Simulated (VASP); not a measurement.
# LiF (Pm-3m) in VASP: settings compared, part 2 of 2

VASP 6.6.1. The steps go on from the part before.

## 3. Single point, HSE06

Contents of POSCAR:

```
LiF
1.0
    2.5162584444      0.0000000000      0.0000000000
    0.0000000000      2.5162584444      0.0000000000
    0.0000000000      0.0000000000      2.5162584444
Li F
1 1
Direct
    0.0000000000      0.0000000000      0.0000000000
    0.5000000000      0.5000000000      0.5000000000
```

Contents of INCAR.step1:

```
PREC = Accurate
ENCUT = 520
EDIFF = 1E-5
ISMEAR = 0
SIGMA = 0.01
LREAL = F
LASPH = T
NELM = 60
ALGO = Normal
ISIF = 2
LWAVE = T
LCHARG = F
GGA = PE
NBANDS = 12
```

Contents of INCAR.step2:

```
PREC = Accurate
ENCUT = 520
EDIFF = 1E-6
ISMEAR = 0
SIGMA = 0.01
LREAL = F
LASPH = T
NELM = 60
ALGO = Normal
ISIF = 2
LWAVE = F
LCHARG = F
GGA = PE
LHFCALC = T
HFSCREEN = 0.2079
PRECFOCK = Normal
ISTART = 1
NBANDS = 12
```

Contents of KPOINTS:

```
Automatic mesh
0
Gamma
  4 4 4
```

Potentials or basis: VASP PAW PBE potentials, release 64 (Li_sv, F).

Run with:

```
cat potpaw_PBE.64/Li_sv/POTCAR potpaw_PBE.64/F/POTCAR > POTCAR
cp INCAR.step1 INCAR
mpirun -np 1 vasp_std > vasp.out
cp INCAR.step2 INCAR
mpirun -np 1 vasp_std > vasp.out
```

OUTCAR:

```text
PREC = Accurate
   ENCUT = 520
   EDIFF = 1E-6
   ISMEAR = 0
   LREAL = F
   LASPH = T
   NELM = 60
   ISIF = 2
   GGA = PE
   LHFCALC = T
   HFSCREEN = 0.2079
   PRECFOCK = Normal
   ISTART = 1

 ion  position               nearest neighbor table
   1  0.000  0.000  0.000-   2 2.18   2 2.18   2 2.18   2 2.18   2 2.18   2 2.18   2 2.18   2 2.18

   2  0.500  0.500  0.500-   1 2.18   1 2.18   1 2.18   1 2.18   1 2.18   1 2.18   1 2.18   1 2.18

  LATTYP: Found a simple cubic cell.
 ALAT       =     2.5162584444

  Lattice vectors:

 A1 = (   2.5162584444,   0.0000000000,   0.0000000000)
 A2 = (   0.0000000000,   2.5162584444,   0.0000000000)
 A3 = (   0.0000000000,   0.0000000000,   2.5162584444)

Analysis of symmetry for initial positions (statically):
=====================================================================
 Subroutine PRICEL returns:
 Original cell was already a primitive cell.

 Routine SETGRP: Setting up the symmetry group for a
 simple cubic supercell.

 Subroutine GETGRP returns: Found 48 space group operations
 (whereof 48 operations were pure point group operations)
 out of a pool of 48 trial point group operations.

The static configuration has the point symmetry O_h .

Analysis of symmetry for dynamics (positions and initial velocities):
=====================================================================
 Subroutine PRICEL returns:
 Original cell was already a primitive cell.

 Routine SETGRP: Setting up the symmetry group for a
 simple cubic supercell.

 Subroutine GETGRP returns: Found 48 space group operations
 (whereof 48 operations were pure point group operations)
 out of a pool of 48 trial point group operations.

The dynamic configuration has the point symmetry O_h .

 Subroutine INISYM returns: Found 48 space group operations
 (whereof 48 operations are pure point group operations),
 and found     1 'primitive' translations

[... 116 lines left out ...]
   LEPSILON=     F    determine dielectric tensor
   LRPA    =     F    only Hartree local field effects (RPA)
 non-spin polarized calculation
 Gauss-broadening in eV      SIGMA  =   0.01
  energy-cutoff  :      520.00
  volume of cell :       15.93
 maximum number of plane-waves:       442
 NGX is ok and might be reduce to    20
  NGX = 16; NGY = 16; NGZ = 16

 number of electron      10.0000023 magnetization

 Free energy of the ion-electron system (eV)
  ---------------------------------------------------
  ext. energy  EPLUGINS =         0.00000000
  ---------------------------------------------------
  free energy    TOTEN  =       -10.75892795 eV

  energy without entropy =      -10.75892795  energy(sigma->0) =      -10.75892795

 E-fermi :  -0.9360     XC(G=0):  -8.3193

 val. band max:       -1.1837318561   @ k =   0.5000   0.5000   0.0000
 cond. band min:       8.9957350732   @ k =   0.0000   0.0000   0.0000
 fundamental gap:     10.1794669293
 Fermi energy:        -0.9359898161

 k-point     1 :       0.0000    0.0000    0.0000
  band No.  band energies     occupation
      1     -46.1574      2.00000
      2     -23.8562      2.00000
      3      -1.9457      2.00000
      4      -1.9457      2.00000
      5      -1.9457      2.00000
      6       8.9957      0.00000
      7      20.2878      0.00000
      8      20.2878      0.00000
      9      22.9294      0.00000
     10      22.9294      0.00000
     11      22.9294      0.00000
     12      40.9324      0.00000
[... 121 lines left out ...]
 k-point    10 :       0.5000    0.5000    0.5000
  band No.  band energies     occupation
      1     -46.0141      2.00000
      2     -22.2169      2.00000
      3      -3.7511      2.00000
      4      -3.7511      2.00000
      5      -3.7511      2.00000
      6      12.3091      0.00000
      7      12.3091      0.00000
      8      12.3091      0.00000
      9      26.6217      0.00000
     10      26.6217      0.00000
     11      26.6217      0.00000
     12      27.9673      0.00000

------------------------ aborting loop because EDIFF is reached ----------------------------------------

  FORCE on cell =-STRESS in cart. coord.  units (eV):
  Direction    XX          YY          ZZ          XY          YZ          ZX
  --------------------------------------------------------------------------------------
  -------------------------------------------------------------------------------------
  Total        0.0579498      0.0579498      0.0579498     -0.0000000     -0.0000000      0.0000000
  in kB        5.8276972      5.8276972      5.8276972     -0.0000000     -0.0000000      0.0000000
  external PRESSURE =       5.8276972 kB  Pullay stress =       0.0000000 kB

 VOLUME and BASIS-vectors are now :
 -----------------------------------------------------------------------------
  energy-cutoff  :      520.00
  volume of cell :       15.93
      direct lattice vectors                 reciprocal lattice vectors
     2.516258444  0.000000000  0.000000000     0.397415457  0.000000000  0.000000000
     0.000000000  2.516258444  0.000000000     0.000000000  0.397415457  0.000000000
     0.000000000  0.000000000  2.516258444     0.000000000  0.000000000  0.397415457

 POSITION                                       TOTAL-FORCE (eV/Angst)
 -----------------------------------------------------------------------------------
      0.00000      0.00000      0.00000         0.000000      0.000000      0.000000
      1.25813      1.25813      1.25813         0.000000      0.000000      0.000000
 -----------------------------------------------------------------------------------
    total drift:                                0.000003      0.000003      0.000003

  FREE ENERGIE OF THE ION-ELECTRON SYSTEM (eV)
  ---------------------------------------------------
  free  energy   TOTEN  =       -10.7589279492 eV

  energy  without entropy=      -10.7589279492  energy(sigma->0) =      -10.75892795
```

OSZICAR.step1:

```text
N       E                     dE             d eps       ncg     rms          rms(c)
DAV:   1     0.381659440788E+02    0.38166E+02   -0.55909E+03   248   0.859E+02
DAV:   2    -0.817412694816E+01   -0.46340E+02   -0.45198E+02   296   0.190E+02
DAV:   3    -0.957018302780E+01   -0.13961E+01   -0.13945E+01   300   0.297E+01
DAV:   4    -0.957979702404E+01   -0.96140E-02   -0.96135E-02   272   0.276E+00
DAV:   5    -0.957989023161E+01   -0.93208E-04   -0.93207E-04   296   0.237E-01    0.449E+00
DAV:   6    -0.904521046227E+01    0.53468E+00   -0.24038E+00   240   0.956E+00    0.137E+00
DAV:   7    -0.903625757150E+01    0.89529E-02   -0.17380E-02   312   0.117E+00    0.838E-01
DAV:   8    -0.903309277667E+01    0.31648E-02   -0.13772E-02   308   0.124E+00    0.105E-01
DAV:   9    -0.903312738051E+01   -0.34604E-04   -0.46827E-04   284   0.204E-01    0.461E-02
DAV:  10    -0.903319461576E+01   -0.67235E-04   -0.98919E-05   256   0.820E-02    0.519E-03
DAV:  11    -0.903319460303E+01    0.12734E-07   -0.11750E-06   168   0.938E-03
   1 F= -.90331946E+01 E0= -.90331946E+01  d E =-.723165E-58
```

It took 38 s on 1 thread of AMD EPYC 9R45 (Zen 5), shared host; peak memory 0.19 GiB.

Results:

* Free energy: -10.7589 eV
* Band gap on the k mesh: 10.18 eV (least direct gap 10.94 eV)

Caveat: the k points lie up to 0.62 Å⁻¹ apart; the cutoff is under 1.25 times the usual one of these potentials, so pressure, stress and relaxed cells hold a basis-set (Pulay) error; the PAW data sets were made with another functional, which shifts forces and pressure a little. A k mesh can miss the band edges.
